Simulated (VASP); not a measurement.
The system is HfTe2W2.

```
Hf Te W
1.0
    -2.32760    2.32760    5.41481
     2.32760   -2.32760    5.41481
     2.32760    2.32760   -5.41481
Hf Te W
1 2 2
Cartesian
  0.0000 0.0000 0.0000
  0.0000 2.3276 2.7074
  2.3276 0.0000 2.7074
  0.0000 0.0000 6.6634
  0.0000 0.0000 4.1662
```

The cell was generated, and may not be a known phase.

```yaml
Program: VASP 6.6.1
Task: relaxation of cell and atoms
Functional: PBE
Potentials_or_basis: VASP PAW PBE potentials, release 64 (Hf_pv, Te, W_sv)
Cutoff: 600 eV
k_mesh: 6 × 6 × 6
Occupations: gaussian, width 0.1 eV
Spin: no spin polarisation
```

At the start: pressure -3.8 GPa; volume 23.47 Å³/atom.

Q: Where does the relaxation end?

A: Over 11 steps the energy falls by 83.5 meV/atom and the volume is 22.54 Å³/atom (-4.0 %); space group I4/mmm (No. 139, to 0.1 Å) before and after.

Step by step:
| step | energy change (eV) | largest force (eV/Å) | pressure (GPa) | volume (Å³) |
| --- | --- | --- | --- | --- |
| 1 | 0.0000 | 1.0360 | -3.75 | 117.34 |
| 2 | 0.0511 | 3.7920 | 8.61 | 108.07 |
| 3 | -0.1833 | 0.6787 | 1.43 | 112.64 |
| 4 | -0.2920 | 1.0218 | -0.03 | 113.80 |
| 5 | -0.3313 | 1.4814 | -1.16 | 114.85 |
| 6 | -0.3910 | 0.5345 | -1.51 | 114.56 |
| 7 | -0.4049 | 0.4396 | -1.70 | 114.22 |
| 8 | -0.4066 | 0.1677 | -1.68 | 114.31 |
| 9 | -0.4168 | 0.1012 | 0.03 | 112.70 |
| 10 | -0.4168 | 0.0984 | 0.10 | 112.63 |
| 11 | -0.4174 | 0.0330 | 0.10 | 112.69 |

Final structure:
```
Hf Te W
1.0
    -2.42820    2.42820    4.77806
     2.42820   -2.42820    4.77806
     2.42820    2.42820   -4.77806
Hf Te W
1 2 2
Direct
  0.00000 0.00000 0.00000
  0.75000 0.25000 0.50000
  0.25000 0.75000 0.50000
  0.62373 0.62373 0.00000
  0.37627 0.37627 0.00000
```
